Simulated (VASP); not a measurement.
# LiCl (I4/mmm) in VASP: a series of runs

LiCl is run at these levels: PBEsol, r2SCAN+rVV10; tasks: single point, relaxation of cell and atoms.

Everything below comes from runs of VASP 6.6.1. Logs are shortened: lines on timing, memory, paths and dates and some standing lists are left out, and cuts for length are marked.

### Step 1. The cell of the first run

Symmetry: I4/mmm, No. 139, tetragonal system. The conventional cell has a = 3.475 Å, b = 3.475 Å, c = 14.817 Å, α = 90.00°, β = 90.00°, γ = 90.00°. Li (site symmetry 4mm) has 5 Cl at 2.44 to 2.47 Å and 4 Li at 3.28 Å within 3.3 Å. Cl (site symmetry 4mm) has 5 Li at 2.44 to 2.47 Å within 3.2 Å.

### Step 2. Single point, PBEsol

Input file INCAR:

```
  PREC = Accurate
  ENCUT = 520
  EDIFF = 1E-6
  ISMEAR = -1
  SIGMA = 0.03
  LREAL = False
  LASPH = True
  NELM = 80
  ALGO = Normal
  ISIF = 2
  LWAVE = False
  LCHARG = False
  GGA = PS
  NBANDS = 18
```

Input file KPOINTS:

```
Automatic mesh
0
Gamma
  8 8 8
```

Input file POSCAR:

```
LiCl
1.0
   -1.7375340429      1.7375340429      7.4085379827
    1.7375340429     -1.7375340429      7.4085379827
    1.7375340429      1.7375340429     -7.4085379827
Li Cl
2 2
Direct
    0.8231619941      0.8231619941      0.0000000000
    0.1768380059      0.1768380059      0.0000000000
    0.6584391680      0.6584391680      0.0000000000
    0.3415608320      0.3415608320      0.0000000000
```

Potentials or basis: VASP PAW PBE potentials, release 64 (Li_sv, Cl).

Command:

```
> cat potpaw_PBE.64/Li_sv/POTCAR potpaw_PBE.64/Cl/POTCAR > POTCAR
> mpirun -np 1 vasp_std > vasp.out
```

OUTCAR:

```text
PREC = Accurate
   ENCUT = 520
   EDIFF = 1E-6
   ISMEAR = -1
   LREAL = False
   LASPH = True
   NELM = 80
   ISIF = 2
   GGA = PS

 ion  position               nearest neighbor table
   1  0.823  0.823  0.000-   3 2.44   4 2.47   4 2.47   4 2.47   4 2.47
   2  0.177  0.177  0.000-   4 2.44   3 2.47   3 2.47   3 2.47   3 2.47
   3  0.658  0.658  0.000-   1 2.44   2 2.47   2 2.47   2 2.47   2 2.47
   4  0.342  0.342  0.000-   2 2.44   1 2.47   1 2.47   1 2.47   1 2.47

  LATTYP: Found a body centered tetragonal cell.
 ALAT       =     3.4750680858
 C/A-ratio  =     4.2638232114

  Lattice vectors:

 A1 = (  -1.7375340429,   1.7375340429,   7.4085379827)
 A2 = (   1.7375340429,  -1.7375340429,   7.4085379827)
 A3 = (   1.7375340429,   1.7375340429,  -7.4085379827)

Analysis of symmetry for initial positions (statically):
=====================================================================
 Subroutine PRICEL returns:
 Original cell was already a primitive cell.

 Routine SETGRP: Setting up the symmetry group for a
 body centered tetragonal supercell.

 Subroutine GETGRP returns: Found 16 space group operations
 (whereof 16 operations were pure point group operations)
 out of a pool of 16 trial point group operations.

The static configuration has the point symmetry D_4h.

Analysis of symmetry for dynamics (positions and initial velocities):
=====================================================================
 Subroutine PRICEL returns:
 Original cell was already a primitive cell.

 Routine SETGRP: Setting up the symmetry group for a
 body centered tetragonal supercell.

 Subroutine GETGRP returns: Found 16 space group operations
 (whereof 16 operations were pure point group operations)
 out of a pool of 16 trial point group operations.

The dynamic configuration has the point symmetry D_4h.

 Subroutine INISYM returns: Found 16 space group operations
 (whereof 16 operations are pure point group operations),
 and found     1 'primitive' translations

----------------------------------------------------------------------------------------

                                     Primitive cell

  volume of cell :      89.4662

  direct lattice vectors                    reciprocal lattice vectors
    -1.737534043  1.737534043  7.408537983     0.000000000  0.287764146  0.067489699
     1.737534043 -1.737534043  7.408537983     0.287764146  0.000000000  0.067489699
     1.737534043  1.737534043 -7.408537983     0.287764146  0.287764146  0.000000000

  length of vectors
     7.805413771  7.805413771  7.805413771     0.295572433  0.295572433  0.406959958

  position of ions in fractional coordinates (direct lattice)
     0.823161994  0.823161994  0.000000000
     0.176838006  0.176838006  0.000000000
     0.658439168  0.658439168  0.000000000
     0.341560832  0.341560832  0.000000000

  ion indices of the primitive-cell ions
   primitive index   ion index
                 1           1
                 2           2
                 3           3
                 4           4

----------------------------------------------------------------------------------------

 KPOINTS: Automatic mesh

Automatic generation of k-mesh.
 Grid dimensions read from file:
 generate k-points for:    8    8    8

 Generating k-lattice:

  Cartesian coordinates                     Fractional coordinates (reciprocal lattice)
     0.000000000  0.035970518  0.008436212     0.125000000 -0.000000000  0.000000000
     0.035970518  0.000000000  0.008436212    -0.000000000  0.125000000  0.000000000
     0.035970518  0.035970518  0.000000000     0.000000000  0.000000000  0.125000000

  Length of vectors
     0.036946554  0.036946554  0.050869995

  Shift w.r.t. Gamma in fractional coordinates (k-lattice)
     0.000000000  0.000000000  0.000000000

 Subroutine IBZKPT returns following result:
 ===========================================

 Found     59 irreducible k-points:

 Following reciprocal coordinates:
            Coordinates               Weight
  0.000000  0.000000  0.000000      1.000000
  0.125000  0.000000  0.000000      8.000000
  0.250000  0.000000  0.000000      8.000000
  0.375000  0.000000  0.000000      8.000000
  0.500000  0.000000  0.000000      4.000000
  0.125000  0.125000  0.000000      8.000000
[... 16 lines left out ...]
  0.250000  0.125000  0.125000     16.000000
  0.375000  0.125000  0.125000      8.000000
 [... further k-points ...]
   k-points           NKPTS =     59   k-points in BZ     NKDIM =     59   number of bands    NBANDS=     18
   number of dos      NEDOS =    301   number of ions     NIONS =      4
   total plane-waves  NPLWV = 216000
   dimension x,y,z NGX =    60 NGY =   60 NGZ =   60
   dimension x,y,z NGXF=   120 NGYF=  120 NGZF=  120
   ions per type =               2   2
   NGX,Y,Z   is equivalent  to a cutoff of  12.78, 12.78, 12.78 a.u.
   NGXF,Y,Z  is equivalent  to a cutoff of  25.56, 25.56, 25.56 a.u.
 SYSTEM =  unknown system
   PREC   = accura    normal or accurate (medium, high low for compatibility)
   ISTART =      0    job   : 0-new  1-cont  2-samecut
   ICHARG =      2    charge: 1-file 2-atom 10-const
   ISPIN  =      1    spin polarized calculation?
   LNONCOLLINEAR =      F non collinear calculations
   LSORBIT =      F    spin-orbit coupling
   LASPH  =      T    aspherical Exc in radial PAW
   ENCUT  =  520.0 eV  38.22 Ry    6.18 a.u.  14.51 14.51 14.51*2*pi/ulx,y,z
   NELM   =     80;   NELMIN=  2; NELMDL= -5     # of ELM steps
   EDIFF  = 0.1E-05   stopping-criterion for ELM
   LREAL  =      F    real-space projection
   EDIFFG = 0.1E-04   stopping-criterion for IOM
   NSW    =      0    number of steps for IOM
   IBRION =     -1    ionic relax: 0-MD 1-quasi-New 2-CG
   NFREE  =      0    steps in history (QN), initial steepest desc. (CG)
   ISIF   =      2    stress and relaxation
   ISYM   =      2    0-nonsym 1-usesym 2-fastsym
   POTIM  = 0.5000    time-step for ionic-motion
   TEBEG  =    0.0;   TEEND  =   0.0 temperature during run
   PSTRESS=    0.0 pullay stress
   NELECT =      20.0000    total number of electrons
   NUPDOWN=      -1.0000    fix difference up-down
   EMIN   =  10.00;   EMAX   =-10.00  energy-range for DOS
   EFERMI =   0.00;   METHOD = LEGACY
   ISMEAR =    -1;   SIGMA  =   0.03  broadening in eV -4-tet -1-fermi 0-gaus
   EFERMI_NEDOS =   21; number of points for ismear=-14 and -15
   IALGO  =     38    algorithm
   IMIX   =      4    mixing-type and parameters
     AMIX     =   0.40;   BMIX     =  1.00
     AMIX_MAG =   1.60;   BMIX_MAG =  1.00
  volume/ion in A,a.u.               =      22.37       150.94
  Fermi-wavevector in a.u.,A,eV,Ry     =   0.993570  1.877575 13.431416  0.987181
  Thomas-Fermi vector in A             =   2.125461
   LORBIT       =      0    0 simple, 1 ext, 2 COOP (PROOUT), +10 PAW based schemes
   GGA     = PS    functional components
   LHFCALC =     F    Hartree Fock is set to
   AEXX    =    0.0000 exact exchange contribution
   IVDW    =     0    specifies the selected vdW correction
   LEPSILON=     F    determine dielectric tensor
   LRPA    =     F    only Hartree local field effects (RPA)
 non-spin polarized calculation
  energy-cutoff  :      520.00
  volume of cell :       89.47
 maximum number of plane-waves:      2447
 NGX is ok and might be reduce to    60
   NGX = 29   NGY = 29   NGZ = 29

 number of electron      19.9999996 magnetization

 Free energy of the ion-electron system (eV)
  ---------------------------------------------------
  ext. energy  EPLUGINS =         0.00000000
  ---------------------------------------------------
  free energy    TOTEN  =       -15.06083912 eV

  energy without entropy =      -15.06083912  energy(sigma->0) =      -15.06083912

 E-fermi :  -0.6452     XC(G=0):  -7.2245

 val. band max:       -1.3444409644   @ k =  -0.2500   0.3750   0.2500
 cond. band min:       4.2823880007   @ k =   0.0000   0.0000   0.0000
 fundamental gap:      5.6268289651
 Fermi energy:        -0.6452399794

 k-point     1 :       0.0000    0.0000    0.0000
  band No.  band energies     occupation
      1     -44.1085      2.00000
      2     -44.1018      2.00000
      3     -14.6032      2.00000
      4     -14.2027      2.00000
      5      -3.7231      2.00000
      6      -2.0576      2.00000
[... 10 lines left out ...]
     17       9.7880      0.00000
     18      11.0166      0.00000

 k-point     2 :       0.1250    0.0000    0.0000
  band No.  band energies     occupation
      1     -44.1080      2.00000
      2     -44.1017      2.00000
      3     -14.5541      2.00000
      4     -14.1792      2.00000
      5      -3.6323      2.00000
      6      -2.4913      2.00000
[... 10 lines left out ...]
     17       9.5618      0.00000
     18      10.7886      0.00000

 k-point     3 :       0.2500    0.0000    0.0000
  band No.  band energies     occupation
      1     -44.1065      2.00000
      2     -44.1017      2.00000
      3     -14.4247      2.00000
      4     -14.1281      2.00000
      5      -3.4542      2.00000
      6      -3.2008      2.00000
[... 10 lines left out ...]
     17      10.0079      0.00000
     18      10.2131      0.00000

 k-point     4 :       0.3750    0.0000    0.0000
  band No.  band energies     occupation
      1     -44.1047      2.00000
      2     -44.1021      2.00000
      3     -14.2654      2.00000
      4     -14.0990      2.00000
      5      -3.7552      2.00000
      6      -3.6604      2.00000
[... 375 lines left out ...]
      4     -14.0210      2.00000
      5      -3.2845      2.00000
      6      -3.2340      2.00000
[... 10 lines left out ...]
     17       9.7124      0.00000
     18      10.1206      0.00000

 k-point    23 :       0.2500    0.1250    0.1250
  band No.  band energies     occupation
      1     -44.1035      2.00000
      2     -44.1016      2.00000
      3     -14.0874      2.00000
      4     -13.9618      2.00000
      5      -3.7157      2.00000
      6      -3.6076      2.00000
[... 10 lines left out ...]
     17       9.8800      0.00000
     18      10.0934      0.00000

 k-point    24 :       0.3750    0.1250    0.1250
  band No.  band energies     occupation
      1     -44.1023      2.00000
      2     -44.1023      2.00000
      3     -13.9813      2.00000
      4     -13.9753      2.00000
      5      -3.8913      2.00000
      6      -3.8769      2.00000
[... 10 lines left out ...]
     17       9.8349      0.00000
     18      10.3975      0.00000

 [... further k-points ...]

------------------------ aborting loop because EDIFF is reached ----------------------------------------

  FORCE on cell =-STRESS in cart. coord.  units (eV):
  Direction    XX          YY          ZZ          XY          YZ          ZX
  --------------------------------------------------------------------------------------
  -------------------------------------------------------------------------------------
  Total       -0.0268211     -0.0268211     -0.0233393      0.0000000     -0.0000000     -0.0000000
  in kB       -0.4803172     -0.4803172     -0.4179637      0.0000000     -0.0000000     -0.0000000
  external PRESSURE =      -0.4595327 kB  Pullay stress =       0.0000000 kB

 VOLUME and BASIS-vectors are now :
 -----------------------------------------------------------------------------
  energy-cutoff  :      520.00
  volume of cell :       89.47
      direct lattice vectors                 reciprocal lattice vectors
    -1.737534043  1.737534043  7.408537983     0.000000000  0.287764146  0.067489699
     1.737534043 -1.737534043  7.408537983     0.287764146  0.000000000  0.067489699
     1.737534043  1.737534043 -7.408537983     0.287764146  0.287764146  0.000000000

 POSITION                                       TOTAL-FORCE (eV/Angst)
 -----------------------------------------------------------------------------------
      0.00000      0.00000     12.19685         0.000000      0.000000      0.002073
      0.00000      0.00000      2.62022         0.000000      0.000000     -0.002073
      0.00000      0.00000      9.75614        -0.000000     -0.000000     -0.004641
      0.00000      0.00000      5.06093        -0.000000     -0.000000      0.004641
 -----------------------------------------------------------------------------------
    total drift:                               -0.000000     -0.000000      0.000000

  FREE ENERGIE OF THE ION-ELECTRON SYSTEM (eV)
  ---------------------------------------------------
  free  energy   TOTEN  =       -15.0608391212 eV

  energy  without entropy=      -15.0608391212  energy(sigma->0) =      -15.06083912
```

Run time: 4.5 min. Hardware: 1 thread of Intel Xeon Platinum 8488C (Sapphire Rapids), shared host; peak memory 0.51 GiB.

What came out:

```
Free energy            : -15.0608 eV
Largest force          : 0.005 eV/Å
Band gap on the k mesh : 5.63 eV (least direct gap 5.81 eV)
```

Forces on the atoms (eV/Å):
```
Li   0.000  0.000  0.002
Li   0.000  0.000 -0.002
Cl   0.000  0.000 -0.005
Cl   0.000  0.000  0.005
```

Levels at points of the mesh, in eV from the valence-band top:
```
           k point  band 7  band 8  band 9  band 10  band 11  band 12  band 13  band 14
(0.00, 0.00, 0.00)   -0.71   -0.50   -0.19    -0.19     5.63     8.12     8.87     9.57
(0.50, 0.00, 0.00)   -0.93   -0.83   -0.06    -0.05     6.95     7.26     8.50     9.38
(0.50, 0.50, 0.00)   -1.89   -1.87   -0.77    -0.68     7.82     8.30     8.43     8.85
(0.50, 0.50, 0.50)   -0.72   -0.72   -0.18    -0.18     6.42     7.12     8.82     9.06
```

Caveat: the cutoff is under 1.25 times the usual one of these potentials, so pressure, stress and relaxed cells hold a basis-set (Pulay) error; the PAW data sets were made with another functional, which shifts forces and pressure a little. A k mesh can miss the band edges.

(Continued in part 2 of 2.)
